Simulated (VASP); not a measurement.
HfH2: single point with PBEsol

Crystal: HfH2.

```xyz
3
Lattice="-1.7584 1.7584 2.0740 1.7584 -1.7584 2.0740 1.7584 1.7584 -2.0740" Properties=species:S:1:pos:R:3 pbc="T T T"
Hf    0.0000    0.0000    0.0000
H     0.0000    1.7584    1.0370
H     1.7584    0.0000    1.0370
```

This cell differs from its parent crystal: strained.

```yaml
Program: VASP 6.6.1
Task: single point
Functional: PBEsol
Potentials_or_basis: VASP PAW PBE potentials, release 64 (Hf_pv, H)
Cutoff: 520 eV
k_mesh: 16 × 16 × 16
Occupations: gaussian, width 0.1 eV
Spin: no spin polarisation
Dipole_correction: no
Further_INCAR_settings: ALGO = Normal; EDIFF = 1e-06; NBANDS = 13
```

The pressure is -2.5 GPa. The band gap on the k mesh is zero (bands 6 and 7 overlap by 1.06 eV).

Stress tensor (GPa, compression positive):
```
-3.54  0.00  0.00
 0.00 -3.54  0.00
 0.00  0.00 -0.37
```

Levels at points of the mesh, in eV from the Fermi level:
| k point | band 4 | band 5 | band 6 | band 7 | band 8 | band 9 |
| --- | --- | --- | --- | --- | --- | --- |
| (0.00, 0.00, 0.00) | -11.39 | -0.98 | -0.44 | -0.44 | 0.72 | 1.50 |
| (0.50, 0.00, 0.00) | -8.43 | -5.13 | -1.10 | 1.04 | 3.61 | 4.61 |
| (0.50, 0.50, 0.00) | -6.33 | -5.93 | -4.26 | 3.74 | 3.87 | 5.64 |
| (0.50, 0.50, 0.50) | -8.04 | -3.78 | -3.71 | 4.80 | 4.85 | 4.85 |

Wall time 2.5 min on 1 thread of AMD EPYC 7R13, with other jobs on the host, peak memory 0.21 GiB.

Caveat: the cell differs from its parent crystal (strained); the PAW data sets were made with another functional, which shifts forces and pressure a little; spin-orbit coupling is left out, which moves the levels of the heavy elements.
